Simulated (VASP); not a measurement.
Crystal: Rb3ClO.

```
Rb Cl O
1.0
     5.53368    0.00000    0.00000
     0.00000    5.53368    0.00000
     0.00000    0.00000    5.53368
Rb Cl O
3 1 1
Direct
  0.00000 0.00000 0.50000
  0.00000 0.50000 0.00000
  0.50000 0.00000 0.00000
  0.50000 0.50000 0.50000
  0.00000 0.00000 0.00000
```

- Program: VASP 6.6.1
- Task: relaxation of cell and atoms
- Functional: LDA
- Potentials or basis: VASP PAW LDA potentials, release 64 (Rb_sv, Cl, O)
- Cutoff: 600 eV
- k mesh: 4 × 4 × 4
- Occupations: gaussian, width 0.01 eV
- Spin: no spin polarisation

At the start: pressure -2.3 GPa; volume 33.89 Å³/atom.

Q: How do energy, volume and symmetry change on relaxing?

A: Over 4 steps the energy falls by 37.1 meV/atom and the volume is 29.44 Å³/atom (-13.1 %); space group Pm-3m (No. 221, to 0.1 Å) before and after.

The path:
```
step  energy change (eV)  largest force (eV/Å)  pressure (GPa)  volume (Å³)
   1              0.0000                0.0000           -2.35       169.45
   2             -0.1398                0.0000           -1.34       157.56
   3             -0.1851                0.0000           -0.15       148.29
   4             -0.1855                0.0000            0.02       147.20
```

Final structure:
```
CELL_PARAMETERS angstrom
5.27997 0.00000 0.00000
0.00000 5.27997 0.00000
0.00000 0.00000 5.27997
ATOMIC_POSITIONS crystal
Rb 0.00000 0.00000 0.50000
Rb 0.00000 0.50000 0.00000
Rb 0.50000 0.00000 0.00000
Cl 0.50000 0.50000 0.50000
O 0.00000 0.00000 0.00000
```
